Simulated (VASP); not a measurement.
## Zn: relaxation of cell and atoms with r2SCAN

Zn:

```
Zn
1.0
     0.00000    1.96478    1.96478
     1.96478    0.00000    1.96478
     1.96478    1.96478    0.00000
Zn
1
Direct
  0.00000 0.00000 0.00000
```

- Program: VASP 6.6.1
- Task: relaxation of cell and atoms
- Functional: r2SCAN
- Potentials or basis: VASP PAW PBE potentials, release 64 (Zn)
- Cutoff: 600 eV
- k mesh: 8 × 8 × 8
- Occupations: gaussian, width 0.1 eV
- Spin: no spin polarisation
- Dipole correction: no
- Further INCAR settings: ALGO = Normal; EDIFF = 1e-06; IBRION = 2; EDIFFG = -0.04; NSW = 90; ISIF = 3

```json
{
  "Relaxed volume": "14.36 Å³/atom",
  "Relaxed cell": "a = 2.728 Å, b = 2.728 Å, c = 2.728 Å, α = 60.00°, β = 60.00°, γ = 60.00°",
  "Space group after relaxing (to 0.05 Å)": "Fm-3m (No. 225)",
  "Energy gained by relaxing": "11.2 meV/atom",
  "Ionic steps": "2",
  "Pressure after relaxing": "0.1 GPa",
  "Band gap on the k mesh": "zero (band 6 reaches 5.70 eV, above the bottom of band 7 at 2.09 eV)"
}
```

Step by step:
| step | energy change (eV) | largest force (eV/Å) | pressure (GPa) | volume (Å³) |
| --- | --- | --- | --- | --- |
| 1 | 0.0000 | 0.0000 | -3.97 | 15.17 |
| 2 | -0.0112 | 0.0000 | 0.08 | 14.36 |

Final structure:
```
CELL_PARAMETERS angstrom
0.00000 1.92914 1.92914
1.92914 0.00000 1.92914
1.92914 1.92914 0.00000
ATOMIC_POSITIONS crystal
Zn 0.00000 0.00000 0.00000
```

Levels at points of the mesh, in eV from the Fermi level:
| k point | band 4 | band 5 | band 6 | band 7 | band 8 | band 9 |
| --- | --- | --- | --- | --- | --- | --- |
| (0.00, 0.00, 0.00) | -7.81 | -7.38 | -7.38 | 20.41 | 20.45 | 20.45 |
| (0.50, 0.00, 0.00) | -7.06 | -7.06 | -3.06 | -0.98 | 17.14 | 17.14 |
| (0.50, 0.50, 0.00) | -6.98 | -6.98 | -0.96 | 2.42 | 9.53 | 9.53 |

It took 88 s on 1 thread of AMD EPYC 7R43 64-Core Processor (Zen 3), with other jobs on the host, peak memory 0.11 GiB.

Caveat: the PAW data sets were made with another functional, which shifts forces and pressure a little.
